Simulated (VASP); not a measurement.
Ti2AlC, 8 atoms in the cell. Symmetry: P6_3/mmc, No. 194, hexagonal system. Conventional cell: a = 2.946 Å, b = 2.946 Å, c = 13.193 Å, α = 90.00°, β = 90.00°, γ = 120.00°. Ti (site symmetry 3m) has 3 C at 2.04 Å and 3 Al at 2.76 Å and 9 Ti at 2.82 to 2.95 Å within 3.0 Å. Within 3.8 Å of Al (site symmetry -6m2) lie 6 Ti at 2.76 Å and 6 Al at 2.95 Å and 6 C at 3.71 Å. Within 2.7 Å of C (site symmetry -3m) lie 6 Ti at 2.04 Å. 

* Program: VASP 6.6.1
* Task: relaxation of shape and atoms at fixed volume
* Functional: PBEsol
* Potentials or basis: VASP PAW PBE potentials, release 64 (Ti_sv, Al, C)
* Cutoff: 600 eV
* k mesh: 12 × 12 × 4
* Occupations: gaussian, width 0.1 eV
* Spin: no spin polarisation
* Dipole correction: no
* Further INCAR settings: ALGO = Fast; EDIFF = 1e-06; IBRION = 2; EDIFFG = -0.01; NSW = 50; ISIF = 4

Potentials or basis: VASP PAW PBE potentials, release 64 (Ti_sv, Al, C).

Launch:

```sh
$ cat potpaw_PBE.64/Ti_sv/POTCAR potpaw_PBE.64/Al/POTCAR potpaw_PBE.64/C/POTCAR > POTCAR
$ mpirun -np 1 vasp_std > vasp.out
```

Hardware: 1 thread of Oxide Virtual Turin-like Processor, on a shared host.

Task: Estimate the wall time of this run.

Result: Run time: 42 min on 1 thread of Oxide Virtual Turin-like Processor (shared host), peak memory 0.37 GiB. Counts: scf iterations 120, k points 57, ion steps 7.
